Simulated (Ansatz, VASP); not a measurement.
**One calculation of Au, two programs**

File INCAR:

```
SYSTEM = Au
PREC = Accurate
ENCUT = 520
EDIFF = 1E-6
ISMEAR = -1
SIGMA = 0.1
LREAL = .False.
LASPH = .True.
NELM = 100
ALGO = Normal
ISIF = 2
LWAVE = .False.
LCHARG = .False.
GGA = PS
NBANDS = 12
```

Contents of KPOINTS:

```
regular mesh
0
Gamma
  22 22 22
  0 0 0
```

The input POSCAR:

```
Au
1.0
    0.0000000000      2.1191933549      2.1191933549
    2.1191933549      0.0000000000      2.1191933549
    2.1191933549      2.1191933549      0.0000000000
Au
1
Direct
    0.0000000000      0.0000000000      0.0000000000
```

Input for Ansatz:

```yaml
crystal:
  lattice:
    - [0.0, 2.1191933527, 2.1191933527]
    - [2.1191933527, 0.0, 2.1191933527]
    - [2.1191933527, 2.1191933527, 0.0]
  atoms:
    - { symbol: Au, position: [0.0, 0.0, 0.0] }
hamiltonian:
  xc: pbesol
  pseudopotentials:
    kind: paw
    azcp:
      Au: "pseudopotentials/Au.paw.azcp"
basis:
  ecutwfc: 420
  fft_grid_basis: typed
kpoints:
  mp_grid: { grid: [22, 22, 22], shift: [0, 0, 0] }
magnetization:
  spin_polarized: false
scf:
  occupations: { method: fermi_dirac, width: 0.1 }
output:
  stress: true
```

Alike in both runs: task single point; functional PBEsol; k mesh 22 × 22 × 22; occupations fermi-dirac, width 0.1 eV; no spin polarisation.

|  | VASP | Ansatz |
| --- | --- | --- |
| version | VASP 6.6.1 | Ansatz 0.2.0 |
| potentials or method | VASP PAW PBE potentials, release 64 (Au), cutoff 520 eV | plane waves (420 eV) with PAW, scalar-relativistic |
| valence electrons in the cell | 11 | 19 |

|  | VASP | Ansatz | Ansatz less VASP |
| --- | --- | --- | --- |
| pressure (GPa) | -14.3 | -14.1 | +0.18 |

VASP's potentials were made for PBE, not for PBEsol, and Ansatz warns of the same on its side. VASP's potentials hold 11 valence electrons a cell and Ansatz's 19, so a difference there can come from the potentials and not from the codes.

Spin-orbit coupling is off throughout.
